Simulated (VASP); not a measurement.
The system is BaTiO3.

```
CELL_PARAMETERS angstrom
3.99980 0.00000 0.00000
0.00000 3.99980 0.00000
0.00000 0.00000 4.01800
ATOMIC_POSITIONS crystal
Ba 0.00000 0.00000 0.98933
Ti 0.50000 0.50000 0.47209
O 0.50000 0.50000 0.04085
O 0.50000 0.00000 0.52037
O 0.00000 0.50000 0.52037
```

- Program: VASP 6.6.1
- Task: relaxation of the atoms
- Functional: PBE
- Potentials or basis: VASP PAW PBE potentials, release 64 (Ba_sv, Ti_sv, O)
- Cutoff: 520 eV
- k mesh: 6 × 6 × 6
- Occupations: gaussian, width 0.05 eV
- Spin: no spin polarisation

At the start: pressure 8.5 GPa; volume 12.86 Å³/atom.

Problem. Where does the relaxation end?

Solution. Over 8 steps the energy falls by 17.6 meV/atom; space group P4mm (No. 99, to 0.1 Å) before and after.

The path:
```
step  energy change (eV)  largest force (eV/Å)  pressure (GPa)
   1              0.0000                1.6925            8.49
   2             -0.0730                0.3560            4.37
   3             -0.0790                0.3096            5.15
   4             -0.0790                0.3121            5.10
   5             -0.0842                0.2027            5.00
   6             -0.0880                0.0357            4.86
   7             -0.0880                0.0378            4.86
   8             -0.0881                0.0098            4.78
```

Final structure:
```yaml
crystal:
  lattice:
    - [3.99980, 0.00000, 0.00000]
    - [0.00000, 3.99980, 0.00000]
    - [0.00000, 0.00000, 4.01800]
  atoms:
    - { symbol: Ba, position: [0.00000, 0.00000, 0.00150] }
    - { symbol: Ti, position: [0.50000, 0.50000, 0.48673] }
    - { symbol: O, position: [0.50000, 0.50000, 0.02411] }
    - { symbol: O, position: [0.50000, 0.00000, 0.51533] }
    - { symbol: O, position: [0.00000, 0.50000, 0.51533] }
```
